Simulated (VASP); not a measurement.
Write the native input for VASP 6.6.1 that does the following.

```
Task                   : relaxation of cell and atoms
Functional             : PBE
Potentials or basis    : VASP PAW PBE potentials, release 64 (Ta_pv, Si)
Cutoff                 : 600 eV
k mesh                 : 4 × 4 × 4
Occupations            : gaussian, width 0.1 eV
Spin                   : no spin polarisation
Dipole correction      : no
Further INCAR settings : ALGO = Normal; EDIFF = 1e-06; IBRION = 2; EDIFFG = -0.04; NSW = 90; ISIF = 3
```

The structure of TaSi2 lies in POSCAR:

```
TaSi2
1.0
    4.5182925375      0.0000000000      0.0000000000
    0.0000000000      4.5182925375      0.0000000000
    0.0000000000      0.0000000000      4.5182925375
Ta Si
2 4
Direct
    0.0000000000      0.0000000000      0.0000000000
    0.5000000000      0.5000000000      0.5000000000
    0.2500000000      0.2500000000      0.2500000000
    0.2500000000      0.7500000000      0.7500000000
    0.7500000000      0.7500000000      0.2500000000
    0.7500000000      0.2500000000      0.7500000000
```

One way to write it, as run:

INCAR

```
ALGO = Normal ; EDIFF = 1E-6
EDIFFG = -0.04 ; ENCUT = 600
GGA = PE ; IBRION = 2
ISIF = 3 ; ISMEAR = 0
LASPH = T ; LCHARG = F
LREAL = F ; LWAVE = F
NELM = 100 ; NSW = 90
PREC = Accurate ; SIGMA = 0.1
```

KPOINTS

```
k-points
0
Gamma
  4 4 4
```

Potentials or basis: VASP PAW PBE potentials, release 64 (Ta_pv, Si).

Run with:

```bash
$ cat potpaw_PBE.64/Ta_pv/POTCAR potpaw_PBE.64/Si/POTCAR > POTCAR
$ mpirun -np 1 vasp_std > vasp.out
```

Results of the run:

```yaml
Relaxed_volume: 30.02 Å³/atom
Relaxed_cell: a = 5.648 Å, b = 5.648 Å, c = 5.648 Å, α = 90.00°, β = 90.00°, γ = 90.00°
Space_group_after_relaxing_to_0.1_Å: Pn-3m (No. 224)
Energy_gained_by_relaxing: 3422.6 meV/atom
Ionic_steps: 5
Pressure_after_relaxing: 0.0 GPa
Band_gap_on_the_k_mesh: zero (bands 19 and 20 overlap by 0.63 eV)
```

Caveat: the volume moved by over 15 % at a fixed basis, so the end points are rough; spin-orbit coupling is left out, which moves the levels of the heavy elements.

Wall time 86 s on 1 thread of AMD EPYC 9R45 96-Core Processor (Zen 5), with other jobs on the host, peak memory 0.19 GiB.
